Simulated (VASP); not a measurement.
# Se (P3_221) in VASP: a series of runs

The runs below take Se through single point, with PBE.

Program: VASP 6.6.1. These are calculated values, not measurements. Logs are shortened: lines on timing, memory, paths and dates and some standing lists are left out, and cuts for length are marked.

### Step 1. The cell of the first run

It takes space group P3_221 (No. 154, trigonal). Conventional cell: a = 4.412 Å, b = 4.412 Å, c = 5.015 Å, α = 90.00°, β = 90.00°, γ = 120.00°. Se (site symmetry 2) has 2 Se at 2.35 Å within 3.1 Å.

### Step 2. Single point, PBE

The input, INCAR:

```
SYSTEM = Se
PREC = Accurate
ENCUT = 500
EDIFF = 1E-6
ISMEAR = 0
SIGMA = 0.01
LREAL = .False.
LASPH = .True.
NELM = 120
ALGO = Normal
ISIF = 2
LWAVE = .False.
LCHARG = .False.
GGA = PE
NBANDS = 16
GGA_COMPAT = .False.
```

The input, KPOINTS:

```
regular mesh
0
Gamma
  5 5 4
  0 0 0
```

The input, POSCAR:

```
Se
1.0
    4.4124814407      0.0000000000      0.0000000000
   -2.2062407204      3.8213211655      0.0000000000
    0.0000000000      0.0000000000      5.0145818112
Se
3
Direct
    0.2170000000      0.0000000000      0.1666666667
    0.0000000000      0.2170000000      0.8333333333
    0.7830000000      0.7830000000      0.5000000000
```

Potentials or basis: VASP PAW PBE potentials, release 64 (Se).

On the command line:

```sh
cat potpaw_PBE.64/Se/POTCAR > POTCAR
mpirun -np 1 vasp_std > vasp.out
```

OUTCAR:

```text
SYSTEM = Se
   PREC = Accurate
   ENCUT = 500
   EDIFF = 1E-6
   ISMEAR = 0
   LREAL = .False.
   LASPH = .True.
   NELM = 120
   ISIF = 2
   GGA = PE

 ion  position               nearest neighbor table
   1  0.217  0.000  0.167-   3 2.35   2 2.35
   2  0.000  0.217  0.833-   1 2.35   3 2.35
   3  0.783  0.783  0.500-   1 2.35   2 2.35

  LATTYP: Found a hexagonal cell.
 ALAT       =     4.4124814407
 C/A-ratio  =     1.1364539157

  Lattice vectors:

 A1 = (   4.4124814407,   0.0000000000,   0.0000000000)
 A2 = (  -2.2062407204,   3.8213211655,   0.0000000000)
 A3 = (   0.0000000000,   0.0000000000,   5.0145818112)

Analysis of symmetry for initial positions (statically):
=====================================================================
 Subroutine PRICEL returns:
 Original cell was already a primitive cell.

 Routine SETGRP: Setting up the symmetry group for a
 hexagonal supercell.

 Subroutine GETGRP returns: Found  6 space group operations
 (whereof  2 operations were pure point group operations)
 out of a pool of 24 trial point group operations.

The static configuration has the point symmetry C_2 .
 The point group associated with its full space group is D_3 .

Analysis of symmetry for dynamics (positions and initial velocities):
=====================================================================
 Subroutine PRICEL returns:
 Original cell was already a primitive cell.

 Routine SETGRP: Setting up the symmetry group for a
 hexagonal supercell.

 Subroutine GETGRP returns: Found  6 space group operations
 (whereof  2 operations were pure point group operations)
 out of a pool of 24 trial point group operations.

The dynamic configuration has the point symmetry C_2 .
 The point group associated with its full space group is D_3 .

 Subroutine INISYM returns: Found  6 space group operations
 (whereof  2 operations are pure point group operations),
 and found     1 'primitive' translations

----------------------------------------------------------------------------------------

                                     Primitive cell

  volume of cell :      84.5534

  direct lattice vectors                    reciprocal lattice vectors
     4.412481441  0.000000000  0.000000000     0.226629848  0.130844799  0.000000000
    -2.206240720  3.821321166  0.000000000     0.000000000  0.261689598  0.000000000
     0.000000000  0.000000000  5.014581811     0.000000000  0.000000000  0.199418424

  length of vectors
     4.412481441  4.412481566  5.014581811     0.261689606  0.261689598  0.199418424

  position of ions in fractional coordinates (direct lattice)
     0.217000000  0.000000000  0.166666667
     0.000000000  0.217000000  0.833333333
     0.783000000  0.783000000  0.500000000

  ion indices of the primitive-cell ions
   primitive index   ion index
                 1           1
                 2           2
                 3           3

----------------------------------------------------------------------------------------

 KPOINTS: regular mesh

Automatic generation of k-mesh.
 Grid dimensions read from file:
 generate k-points for:    5    5    4

 Generating k-lattice:

  Cartesian coordinates                     Fractional coordinates (reciprocal lattice)
     0.045325970  0.026168960  0.000000000     0.200000000  0.000000000  0.000000000
     0.000000000  0.052337920  0.000000000     0.000000000  0.200000000  0.000000000
     0.000000000  0.000000000  0.049854606     0.000000000  0.000000000  0.250000000

  Length of vectors
     0.052337921  0.052337920  0.049854606

  Shift w.r.t. Gamma in fractional coordinates (k-lattice)
     0.000000000  0.000000000  0.000000000

 Subroutine IBZKPT returns following result:
 ===========================================

 Found     17 irreducible k-points:

 Following reciprocal coordinates:
            Coordinates               Weight
  0.000000  0.000000  0.000000      1.000000
  0.200000  0.000000  0.000000      6.000000
  0.400000 -0.000000  0.000000      6.000000
  0.200000  0.200000  0.000000      6.000000
  0.400000  0.200000  0.000000      6.000000
  0.000000  0.000000  0.250000      2.000000
[... 9 lines left out ...]
  0.200000  0.200000  0.500000      6.000000
  0.400000  0.200000  0.500000      6.000000
   k-points           NKPTS =     17   k-points in BZ     NKDIM =     17   number of bands    NBANDS=     16
   number of dos      NEDOS =    301   number of ions     NIONS =      3
   total plane-waves  NPLWV =  40960
   dimension x,y,z NGX =    32 NGY =   32 NGZ =   40
   dimension x,y,z NGXF=    64 NGYF=   64 NGZF=   80
   ions per type =               3
   NGX,Y,Z   is equivalent  to a cutoff of  12.06, 12.06, 13.26 a.u.
   NGXF,Y,Z  is equivalent  to a cutoff of  24.11, 24.11, 26.52 a.u.
 SYSTEM =  Se
   PREC   = accura    normal or accurate (medium, high low for compatibility)
   ISTART =      0    job   : 0-new  1-cont  2-samecut
   ICHARG =      2    charge: 1-file 2-atom 10-const
   ISPIN  =      1    spin polarized calculation?
   LNONCOLLINEAR =      F non collinear calculations
   LSORBIT =      F    spin-orbit coupling
   LASPH  =      T    aspherical Exc in radial PAW
   ENCUT  =  500.0 eV  36.75 Ry    6.06 a.u.   8.04  8.04  9.14*2*pi/ulx,y,z
   NELM   =    120;   NELMIN=  2; NELMDL= -5     # of ELM steps
   EDIFF  = 0.1E-05   stopping-criterion for ELM
   LREAL  =      F    real-space projection
   EDIFFG = 0.1E-04   stopping-criterion for IOM
   NSW    =      0    number of steps for IOM
   IBRION =     -1    ionic relax: 0-MD 1-quasi-New 2-CG
   NFREE  =      0    steps in history (QN), initial steepest desc. (CG)
   ISIF   =      2    stress and relaxation
   ISYM   =      2    0-nonsym 1-usesym 2-fastsym
   POTIM  = 0.5000    time-step for ionic-motion
   TEBEG  =    0.0;   TEEND  =   0.0 temperature during run
   PSTRESS=    0.0 pullay stress
   NELECT =      18.0000    total number of electrons
   NUPDOWN=      -1.0000    fix difference up-down
   EMIN   =  10.00;   EMAX   =-10.00  energy-range for DOS
   EFERMI =   0.00;   METHOD = LEGACY
   ISMEAR =     0;   SIGMA  =   0.01  broadening in eV -4-tet -1-fermi 0-gaus
   EFERMI_NEDOS =   21; number of points for ismear=-14 and -15
   IALGO  =     38    algorithm
   IMIX   =      4    mixing-type and parameters
     AMIX     =   0.40;   BMIX     =  1.00
     AMIX_MAG =   1.60;   BMIX_MAG =  1.00
  volume/ion in A,a.u.               =      28.18       190.20
  Fermi-wavevector in a.u.,A,eV,Ry     =   0.977512  1.847229 13.000762  0.955529
  Thomas-Fermi vector in A             =   2.108215
   LORBIT       =      0    0 simple, 1 ext, 2 COOP (PROOUT), +10 PAW based schemes
   GGA     = PE    functional components
   LHFCALC =     F    Hartree Fock is set to
   AEXX    =    0.0000 exact exchange contribution
   IVDW    =     0    specifies the selected vdW correction
   LEPSILON=     F    determine dielectric tensor
   LRPA    =     F    only Hartree local field effects (RPA)
 non-spin polarized calculation
 Gauss-broadening in eV      SIGMA  =   0.01
  energy-cutoff  :      500.00
  volume of cell :       84.55
 maximum number of plane-waves:      2162
   NGX = 17   NGY = 17   NGZ = 19

 number of electron      17.9999998 magnetization

 Free energy of the ion-electron system (eV)
  ---------------------------------------------------
  ext. energy  EPLUGINS =         0.00000000
  ---------------------------------------------------
  free energy    TOTEN  =       -10.45791753 eV

  energy without entropy =      -10.45791753  energy(sigma->0) =      -10.45791753

 E-fermi :   2.4510     XC(G=0):  -8.6625

 val. band max:        2.3352552455   @ k =   0.4000   0.2000   0.5000
 cond. band min:       3.5546616611   @ k =   0.4000   0.2000   0.5000
 fundamental gap:      1.2194064155
 Fermi energy:         2.4509512575

 k-point     1 :       0.0000    0.0000    0.0000
  band No.  band energies     occupation
      1     -13.4572      2.00000
      2      -9.3637      2.00000
      3      -9.3637      2.00000
      4      -1.5154      2.00000
      5      -1.5154      2.00000
      6      -1.2377      2.00000
[... 8 lines left out ...]
     15       8.8499      0.00000
     16      10.7517      0.00000

 k-point     2 :       0.2000    0.0000    0.0000
  band No.  band energies     occupation
      1     -13.3318      2.00000
      2      -9.4778      2.00000
      3      -9.3480      2.00000
      4      -2.2472      2.00000
      5      -1.8647      2.00000
      6      -1.0776      2.00000
[... 8 lines left out ...]
     15       9.8872      0.00000
     16      10.8248      0.00000

 k-point     3 :       0.4000   -0.0000    0.0000
  band No.  band energies     occupation
      1     -13.1005      2.00000
      2      -9.7143      2.00000
      3      -9.3217      2.00000
      4      -2.7217      2.00000
      5      -2.2358      2.00000
      6      -1.0105      2.00000
[... 8 lines left out ...]
     15      11.4078      0.00000
     16      12.1409      0.00000

 k-point     4 :       0.2000    0.2000    0.0000
  band No.  band energies     occupation
      1     -13.1490      2.00000
      2      -9.6080      2.00000
      3      -9.3848      2.00000
      4      -2.5652      2.00000
      5      -2.3328      2.00000
      6      -0.8895      2.00000
[... 8 lines left out ...]
     15      10.6393      0.00000
     16      11.5917      0.00000
[... 191 lines left out ...]
 k-point    15 :       0.4000   -0.0000    0.5000
  band No.  band energies     occupation
      1     -12.0923      2.00000
      2     -11.9860      2.00000
      3      -7.8917      2.00000
      4      -3.3820      2.00000
      5      -1.9683      2.00000
      6      -1.7511      2.00000
[... 8 lines left out ...]
     15      10.7974      0.00000
     16      11.2965      0.00000

 k-point    16 :       0.2000    0.2000    0.5000
  band No.  band energies     occupation
      1     -12.1066      2.00000
      2     -12.0448      2.00000
      3      -7.7827      2.00000
      4      -3.2111      2.00000
      5      -1.9915      2.00000
      6      -1.8831      2.00000
[... 8 lines left out ...]
     15      10.4452      0.00000
     16      11.2314      0.00000

 k-point    17 :       0.4000    0.2000    0.5000
  band No.  band energies     occupation
      1     -12.0163      2.00000
      2     -11.9472      2.00000
      3      -8.0229      2.00000
      4      -3.4054      2.00000
      5      -2.3098      2.00000
      6      -2.2174      2.00000
[... 8 lines left out ...]
     15      11.0334      0.00000
     16      11.2821      0.00000

------------------------ aborting loop because EDIFF is reached ----------------------------------------

  FORCE on cell =-STRESS in cart. coord.  units (eV):
  Direction    XX          YY          ZZ          XY          YZ          ZX
  --------------------------------------------------------------------------------------
  -------------------------------------------------------------------------------------
  Total        1.4266368      1.4266369      2.1134830     -0.0000000      0.0000000      0.0000000
  in kB       27.0329124     27.0329145     40.0477559     -0.0000000      0.0000000      0.0000000
  external PRESSURE =      31.3711943 kB  Pullay stress =       0.0000000 kB

 VOLUME and BASIS-vectors are now :
 -----------------------------------------------------------------------------
  energy-cutoff  :      500.00
  volume of cell :       84.55
      direct lattice vectors                 reciprocal lattice vectors
     4.412481441  0.000000000  0.000000000     0.226629848  0.130844799  0.000000000
    -2.206240720  3.821321166  0.000000000     0.000000000  0.261689598  0.000000000
     0.000000000  0.000000000  5.014581811     0.000000000  0.000000000  0.199418424

 POSITION                                       TOTAL-FORCE (eV/Angst)
 -----------------------------------------------------------------------------------
      0.95751      0.00000      0.83576         0.720956     -0.000000     -0.000000
     -0.47875      0.82923      4.17882        -0.360478      0.624366     -0.000000
      1.72749      2.99209      2.50729        -0.360478     -0.624366      0.000000
 -----------------------------------------------------------------------------------
    total drift:                                0.000000      0.000001      0.000000

  FREE ENERGIE OF THE ION-ELECTRON SYSTEM (eV)
  ---------------------------------------------------
  free  energy   TOTEN  =       -10.4579175335 eV

  energy  without entropy=      -10.4579175335  energy(sigma->0) =      -10.45791753
```

Wall time 31 s (1 thread of AMD EPYC 7R13, shared host); peak memory 0.19 GiB.

Results:

| Item | Value |
| --- | --- |
| Free energy | -10.4579 eV |
| Pressure | 3.1 GPa |
| Largest force | 0.721 eV/Å |
| Band gap on the k mesh | 1.22 eV |

Forces on the atoms (eV/Å):
```
Se   0.721  0.000  0.000
Se  -0.360  0.624  0.000
Se  -0.360 -0.624  0.000
```

Caveat: the cell stands under pressure.

(Continued in part 2 of 2.)
